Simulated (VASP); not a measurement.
The system is BeS.

```xyz
2
Lattice="0.0000 2.4250 2.4250 2.4250 0.0000 2.4250 2.4250 2.4250 0.0000" Properties=species:S:1:pos:R:3 pbc="T T T"
Be    0.0000    0.0000    0.0000
S     3.6375    3.6375    3.6375
```

Base run:

| Property | Result |
| --- | --- |
| Program | VASP 6.6.1 |
| Functional | RPBE |
| Potentials or basis | VASP PAW PBE potentials, release 64 (Be, S) |
| Cutoff | 600 eV |
| k mesh | 8 × 8 × 8 |
| Occupations | gaussian, width 0.05 eV |
| Spin | no spin polarisation |

Its results: band gap on the k mesh 3.22 eV, indirect (least direct gap 5.72 eV); pressure 3.9 GPa.

Question: The run is repeated on the same cell with these changes: functional from RPBE to PBEsol. What comes out?

Answer: Band gap on the k mesh 2.93 eV, indirect (least direct gap 5.60 eV); pressure -0.5 GPa.

PBEsol binds more tightly than RPBE, so the same cell stands under less pressure.

Caveats: the PAW data sets were made with another functional, which shifts forces and pressure a little.

A k mesh can miss the band edges.
